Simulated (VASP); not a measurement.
# GePt (lda) (Pnma) in VASP: single point with LDA

Aim: the single point of GePt (lda) with LDA.

All numbers are computed with VASP 6.6.1; they aren't measurements. Logs are shortened: lines on timing, memory, paths and dates and some standing lists are left out, and cuts for length are marked.

## 1. The cell of the first run

It takes space group Pnma (No. 62, orthorhombic). Conventional cell: a = 5.719 Å, b = 3.697 Å, c = 6.084 Å, α = 90.00°, β = 90.00°, γ = 90.00°. Ge (site symmetry m) has 6 Pt at 2.48 to 2.65 Å and 2 Ge at 3.02 Å within 3.3 Å. Pt (site symmetry m) has 6 Ge at 2.48 to 2.65 Å and 4 Pt at 2.95 to 2.97 Å within 3.3 Å.

## 2. Single point, LDA

INCAR reads:

```
SYSTEM = GePt
  PREC = Accurate
  ENCUT = 520
  EDIFF = 1E-7
  ISMEAR = 0
  SIGMA = 0.1
  LREAL = .FALSE.
  LASPH = .TRUE.
  NELM = 80
  ALGO = Normal
  ISIF = 2
  LWAVE = .FALSE.
  LCHARG = .FALSE.
  NBANDS = 58
```

KPOINTS reads:

```
regular mesh
0
G
  4 6 4
  0 0 0
```

POSCAR reads:

```
GePt
1.0
    5.7190000000      0.0000000000      0.0000000000
    0.0000000000      3.6970000000      0.0000000000
    0.0000000000      0.0000000000      6.0840000000
Ge Pt
4 4
Direct
    0.1850000000      0.2500000000      0.5900000000
    0.3150000000      0.7500000000      0.0900000000
    0.6850000000      0.2500000000      0.9100000000
    0.8150000000      0.7500000000      0.4100000000
    0.9995000000      0.2500000000      0.1908000000
    0.5005000000      0.7500000000      0.6908000000
    0.4995000000      0.2500000000      0.3092000000
    0.0005000000      0.7500000000      0.8092000000
```

Potentials or basis: VASP PAW LDA potentials, release 64 (Ge_d, Pt).

On the command line:

```bash
> cat potpaw_LDA.64/Ge_d/POTCAR potpaw_LDA.64/Pt/POTCAR > POTCAR
> mpirun -np 1 vasp_std > vasp.out
```

OUTCAR:

```text
SYSTEM = GePt
   PREC = Accurate
   ENCUT = 520
   EDIFF = 1E-7
   ISMEAR = 0
   LREAL = .FALSE.
   LASPH = .TRUE.
   NELM = 80
   ISIF = 2

 ion  position               nearest neighbor table
   1  0.185  0.250  0.590-   7 2.48   8 2.51   8 2.51   5 2.65   6 2.65   6 2.65
   2  0.315  0.750  0.090-   8 2.48   7 2.51   7 2.51   6 2.65   5 2.65   5 2.65
   3  0.685  0.250  0.910-   5 2.48   6 2.51   6 2.51   7 2.65   8 2.65   8 2.65
   4  0.815  0.750  0.410-   6 2.48   5 2.51   5 2.51   8 2.65   7 2.65   7 2.65
   5  0.999  0.250  0.191-   3 2.48   4 2.51   4 2.51   1 2.65   2 2.65   2 2.65   7 2.95   7 2.95
                             8 2.97   8 2.97
   6  0.501  0.750  0.691-   4 2.48   3 2.51   3 2.51   2 2.65   1 2.65   1 2.65   8 2.95   8 2.95
                             7 2.97   7 2.97
   7  0.499  0.250  0.309-   1 2.48   2 2.51   2 2.51   3 2.65   4 2.65   4 2.65   5 2.95   5 2.95
                             6 2.97   6 2.97
   8  0.001  0.750  0.809-   2 2.48   1 2.51   1 2.51   4 2.65   3 2.65   3 2.65   6 2.95   6 2.95
                             5 2.97   5 2.97

  LATTYP: Found a simple orthorhombic cell.
 ALAT       =     3.6970000000
 B/A-ratio  =     1.5469299432
 C/A-ratio  =     1.6456586421

  Lattice vectors:

 A1 = (   0.0000000000,  -3.6970000000,   0.0000000000)
 A2 = (   5.7190000000,   0.0000000000,   0.0000000000)
 A3 = (   0.0000000000,   0.0000000000,   6.0840000000)

Analysis of symmetry for initial positions (statically):
=====================================================================
 Subroutine PRICEL returns:
 Original cell was already a primitive cell.

 Routine SETGRP: Setting up the symmetry group for a
 simple orthorhombic supercell.

 Subroutine GETGRP returns: Found  8 space group operations
 (whereof  2 operations were pure point group operations)
 out of a pool of  8 trial point group operations.

The static configuration has the point symmetry S_2 .
 The point group associated with its full space group is D_2h.

Analysis of symmetry for dynamics (positions and initial velocities):
=====================================================================
 Subroutine PRICEL returns:
 Original cell was already a primitive cell.

 Routine SETGRP: Setting up the symmetry group for a
 simple orthorhombic supercell.

 Subroutine GETGRP returns: Found  8 space group operations
 (whereof  2 operations were pure point group operations)
 out of a pool of  8 trial point group operations.

The dynamic configuration has the point symmetry S_2 .
 The point group associated with its full space group is D_2h.

 Subroutine INISYM returns: Found  8 space group operations
 (whereof  2 operations are pure point group operations),
 and found     1 'primitive' translations

----------------------------------------------------------------------------------------

                                     Primitive cell

  volume of cell :     128.6349

  direct lattice vectors                    reciprocal lattice vectors
     5.719000000  0.000000000  0.000000000     0.174855744  0.000000000  0.000000000
     0.000000000  3.697000000  0.000000000     0.000000000  0.270489586  0.000000000
     0.000000000  0.000000000  6.084000000     0.000000000  0.000000000  0.164365549

  length of vectors
     5.719000000  3.697000000  6.084000000     0.174855744  0.270489586  0.164365549

  position of ions in fractional coordinates (direct lattice)
     0.185000000  0.250000000  0.590000000
     0.315000000  0.750000000  0.090000000
     0.685000000  0.250000000  0.910000000
     0.815000000  0.750000000  0.410000000
     0.999500000  0.250000000  0.190800000
     0.500500000  0.750000000  0.690800000
     0.499500000  0.250000000  0.309200000
     0.000500000  0.750000000  0.809200000

  ion indices of the primitive-cell ions
   primitive index   ion index
                 1           1
                 2           2
                 3           3
                 4           4
                 5           5
                 6           6
                 7           7
                 8           8

----------------------------------------------------------------------------------------

 KPOINTS: regular mesh

Automatic generation of k-mesh.
 Grid dimensions read from file:
 generate k-points for:    4    6    4

 Generating k-lattice:

  Cartesian coordinates                     Fractional coordinates (reciprocal lattice)
     0.043713936  0.000000000  0.000000000     0.250000000  0.000000000  0.000000000
     0.000000000  0.045081598  0.000000000     0.000000000  0.166666667  0.000000000
     0.000000000  0.000000000  0.041091387     0.000000000  0.000000000  0.250000000

  Length of vectors
     0.043713936  0.045081598  0.041091387

  Shift w.r.t. Gamma in fractional coordinates (k-lattice)
     0.000000000  0.000000000  0.000000000

 Subroutine IBZKPT returns following result:
 ===========================================

 Found     36 irreducible k-points:

 Following reciprocal coordinates:
            Coordinates               Weight
  0.000000  0.000000  0.000000      1.000000
  0.250000  0.000000  0.000000      2.000000
  0.500000  0.000000  0.000000      1.000000
  0.000000  0.166667  0.000000      2.000000
  0.250000  0.166667  0.000000      4.000000
  0.500000  0.166667  0.000000      2.000000
[... 16 lines left out ...]
  0.250000  0.500000  0.250000      4.000000
  0.500000  0.500000  0.250000      2.000000
 [... further k-points ...]
   k-points           NKPTS =     36   k-points in BZ     NKDIM =     36   number of bands    NBANDS=     58
   number of dos      NEDOS =    301   number of ions     NIONS =      8
   total plane-waves  NPLWV =  64512
   dimension x,y,z NGX =    48 NGY =   28 NGZ =   48
   dimension x,y,z NGXF=    96 NGYF=   56 NGZF=   96
   ions per type =               4   4
   NGX,Y,Z   is equivalent  to a cutoff of  13.95, 12.59, 13.12 a.u.
   NGXF,Y,Z  is equivalent  to a cutoff of  27.91, 25.18, 26.23 a.u.
 SYSTEM =  GePt
   PREC   = accura    normal or accurate (medium, high low for compatibility)
   ISTART =      0    job   : 0-new  1-cont  2-samecut
   ICHARG =      2    charge: 1-file 2-atom 10-const
   ISPIN  =      1    spin polarized calculation?
   LNONCOLLINEAR =      F non collinear calculations
   LSORBIT =      F    spin-orbit coupling
   LASPH  =      T    aspherical Exc in radial PAW
   ENCUT  =  520.0 eV  38.22 Ry    6.18 a.u.  10.63  6.87 11.31*2*pi/ulx,y,z
   NELM   =     80;   NELMIN=  2; NELMDL= -5     # of ELM steps
   EDIFF  = 0.1E-06   stopping-criterion for ELM
   LREAL  =      F    real-space projection
   EDIFFG = 0.1E-05   stopping-criterion for IOM
   NSW    =      0    number of steps for IOM
   IBRION =     -1    ionic relax: 0-MD 1-quasi-New 2-CG
   NFREE  =      0    steps in history (QN), initial steepest desc. (CG)
   ISIF   =      2    stress and relaxation
   ISYM   =      2    0-nonsym 1-usesym 2-fastsym
   POTIM  = 0.5000    time-step for ionic-motion
   TEBEG  =    0.0;   TEEND  =   0.0 temperature during run
   PSTRESS=    0.0 pullay stress
   NELECT =      96.0000    total number of electrons
   NUPDOWN=      -1.0000    fix difference up-down
   EMIN   =  10.00;   EMAX   =-10.00  energy-range for DOS
   EFERMI =   0.00;   METHOD = LEGACY
   ISMEAR =     0;   SIGMA  =   0.10  broadening in eV -4-tet -1-fermi 0-gaus
   EFERMI_NEDOS =   21; number of points for ismear=-14 and -15
   IALGO  =     38    algorithm
   IMIX   =      4    mixing-type and parameters
     AMIX     =   0.40;   BMIX     =  1.00
     AMIX_MAG =   1.60;   BMIX_MAG =  1.00
  volume/ion in A,a.u.               =      16.08       108.51
  Fermi-wavevector in a.u.,A,eV,Ry     =   1.484952  2.806152 30.001955  2.205082
  Thomas-Fermi vector in A             =   2.598424
   LORBIT       =      0    0 simple, 1 ext, 2 COOP (PROOUT), +10 PAW based schemes
   GGA     = CA    functional components
   LHFCALC =     F    Hartree Fock is set to
   AEXX    =    0.0000 exact exchange contribution
   IVDW    =     0    specifies the selected vdW correction
   LEPSILON=     F    determine dielectric tensor
   LRPA    =     F    only Hartree local field effects (RPA)
 non-spin polarized calculation
 Gauss-broadening in eV      SIGMA  =   0.10
  energy-cutoff  :      520.00
  volume of cell :      128.63
 maximum number of plane-waves:      3488
 NGX is ok and might be reduce to    48
   NGX = 21   NGY = 13   NGZ = 23

 number of electron      96.0000034 magnetization

 Free energy of the ion-electron system (eV)
  ---------------------------------------------------
  ext. energy  EPLUGINS =         0.00000000
  ---------------------------------------------------
  free energy    TOTEN  =       -54.83904390 eV

  energy without entropy =      -54.82473985  energy(sigma->0) =      -54.83189188

 E-fermi :   9.6375     XC(G=0): -12.7484

 val. band max:        9.5931455911   @ k =   0.5000   0.1667   0.2500
 cond. band min:       9.6435603986   @ k =   0.0000   0.0000   0.5000
 fundamental gap:      0.0504148074
 Fermi energy:         9.6374677543

 k-point     1 :       0.0000    0.0000    0.0000
  band No.  band energies     occupation
      1     -15.6348      2.00000
      2     -15.6264      2.00000
      3     -15.6257      2.00000
      4     -15.6219      2.00000
      5     -15.6121      2.00000
      6     -15.5971      2.00000
[... 50 lines left out ...]
     57      14.8551      0.00000
     58      15.3508      0.00000

 k-point     2 :       0.2500    0.0000    0.0000
  band No.  band energies     occupation
      1     -15.6333      2.00000
      2     -15.6273      2.00000
      3     -15.6242      2.00000
      4     -15.6215      2.00000
      5     -15.6110      2.00000
      6     -15.6001      2.00000
[... 50 lines left out ...]
     57      14.6869      0.00000
     58      15.2674      0.00000

 k-point     3 :       0.5000    0.0000    0.0000
  band No.  band energies     occupation
      1     -15.6300      2.00000
      2     -15.6300      2.00000
      3     -15.6218      2.00000
      4     -15.6218      2.00000
      5     -15.6066      2.00000
      6     -15.6066      2.00000
[... 1216 lines left out ...]
      3     -15.6216      2.00000
      4     -15.6216      2.00000
      5     -15.6044      2.00000
      6     -15.6044      2.00000
[... 50 lines left out ...]
     57      15.5907      0.00000
     58      15.5909      0.00000

 k-point    24 :       0.5000    0.5000    0.2500
  band No.  band energies     occupation
      1     -15.6213      2.00000
      2     -15.6213      2.00000
      3     -15.6213      2.00000
      4     -15.6213      2.00000
      5     -15.6005      2.00000
      6     -15.6005      2.00000
[... 50 lines left out ...]
     57      14.8716      0.00000
     58      14.8716      0.00000

 [... further k-points ...]

------------------------ aborting loop because EDIFF is reached ----------------------------------------

  FORCE on cell =-STRESS in cart. coord.  units (eV):
  Direction    XX          YY          ZZ          XY          YZ          ZX
  --------------------------------------------------------------------------------------
  -------------------------------------------------------------------------------------
  Total       -1.5104882     -1.3871727     -1.9470672      0.0000000      0.0000000      0.0000000
  in kB      -18.8134820    -17.2775584    -24.2511737      0.0000000      0.0000000      0.0000000
  external PRESSURE =     -20.1140714 kB  Pullay stress =       0.0000000 kB

 VOLUME and BASIS-vectors are now :
 -----------------------------------------------------------------------------
  energy-cutoff  :      520.00
  volume of cell :      128.63
      direct lattice vectors                 reciprocal lattice vectors
     5.719000000  0.000000000  0.000000000     0.174855744  0.000000000  0.000000000
     0.000000000  3.697000000  0.000000000     0.000000000  0.270489586  0.000000000
     0.000000000  0.000000000  6.084000000     0.000000000  0.000000000  0.164365549

 POSITION                                       TOTAL-FORCE (eV/Angst)
 -----------------------------------------------------------------------------------
      1.05802      0.92425      3.58956         0.013324     -0.000000     -0.091453
      1.80148      2.77275      0.54756        -0.013324      0.000000     -0.091453
      3.91752      0.92425      5.53644         0.013324     -0.000000      0.091453
      4.66098      2.77275      2.49444        -0.013324      0.000000      0.091453
      5.71614      0.92425      1.16083         0.003204     -0.000000      0.001986
      2.86236      2.77275      4.20283        -0.003204     -0.000000      0.001986
      2.85664      0.92425      1.88117         0.003204     -0.000000     -0.001986
      0.00286      2.77275      4.92317        -0.003204      0.000000     -0.001986
 -----------------------------------------------------------------------------------
    total drift:                                0.000000      0.000000      0.000000

  FREE ENERGIE OF THE ION-ELECTRON SYSTEM (eV)
  ---------------------------------------------------
  free  energy   TOTEN  =       -54.8390438969 eV

  energy  without entropy=      -54.8247398541  energy(sigma->0) =      -54.83189188
```

Wall time 5.1 min (1 thread of AMD EPYC 7R43 (Zen 3), shared host); peak memory 0.29 GiB.

What came out:

* Free energy: -54.8390 eV
* Pressure: -2.0 GPa
* Largest force: 0.092 eV/Å
* Band gap on the k mesh: zero (band 48 reaches 10.34 eV, above the bottom of band 49 at 9.19 eV)

Forces in eV/Å, atoms in the order of the input:
```
Ge   0.013  0.000 -0.091
Ge  -0.013  0.000 -0.091
Ge   0.013  0.000  0.091
Ge  -0.013  0.000  0.091
Pt   0.003  0.000  0.002
Pt  -0.003  0.000  0.002
Pt   0.003  0.000 -0.002
Pt  -0.003  0.000 -0.002
```

Levels at points of the mesh, in eV from the Fermi level:
```tsv
k point	band 46	band 47	band 48	band 49	band 50	band 51
(0.00, 0.00, 0.00)	-1.51	-1.42	-0.98	0.65	0.91	2.99
(0.50, 0.00, 0.00)	-2.48	0.02	0.02	1.30	1.30	2.26
(0.00, 0.50, 0.00)	-2.56	-1.65	-1.65	-0.14	-0.14	2.06
(0.50, 0.50, 0.00)	-1.93	-1.93	-1.93	0.63	0.63	0.63
(0.00, 0.00, 0.50)	-1.86	0.01	0.01	1.05	1.05	1.85
(0.50, 0.00, 0.50)	-1.41	0.70	0.70	1.82	1.82	2.62
(0.00, 0.50, 0.50)	-2.52	-2.15	-2.15	0.51	0.51	1.07
(0.50, 0.50, 0.50)	-2.48	-2.48	-2.48	2.48	2.48	2.48
```

Caveat: spin-orbit coupling is left out, which moves the levels of the heavy elements.
